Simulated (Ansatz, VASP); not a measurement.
**Two plane-wave programs on NaCl**

```xyz
2
Lattice="0.0000 2.8317 2.8317 2.8317 0.0000 2.8317 2.8317 2.8317 0.0000" Properties=species:S:1:pos:R:3 pbc="T T T"
Na    0.0000    0.0000    0.0000
Cl    2.8848    2.7787    2.8318
```

Change from the starting cell: all Cl atoms moved +0.075 Å, as atom 2 along Cartesian [1 -1 0].

Alike in both runs: task single point; functional PBE; k mesh 8 × 8 × 8; occupations gaussian, width 0.05 eV; no spin polarisation.

|  | VASP | Ansatz |
| --- | --- | --- |
| version | VASP 6.6.1 | Ansatz 0.2.0 |
| potentials or method | VASP PAW PBE potentials, release 64 (Na_pv, Cl), cutoff 520 eV | scalar-relativistic, plane waves, PAW |
| valence electrons in the cell | 14 | 16 |

```csv
,VASP,Ansatz,Ansatz less VASP
gap on the k mesh at the Fermi level (eV),5.06,5.06,0.000
least direct gap on the mesh (eV),5.06,5.06,0.000
pressure (GPa),0.5,0.5,+0.02
"traceless stress, the component that is largest in VASP (GPa)",-0.07,-0.07,+0.001
rms of the force components (eV/Å),0.056,0.056,-0.0005
```

Atom by atom the forces differ by 0.000 eV/Å (rms over components). VASP's potentials hold 14 valence electrons a cell and Ansatz's 16, so a difference there can come from the potentials and not from the codes.
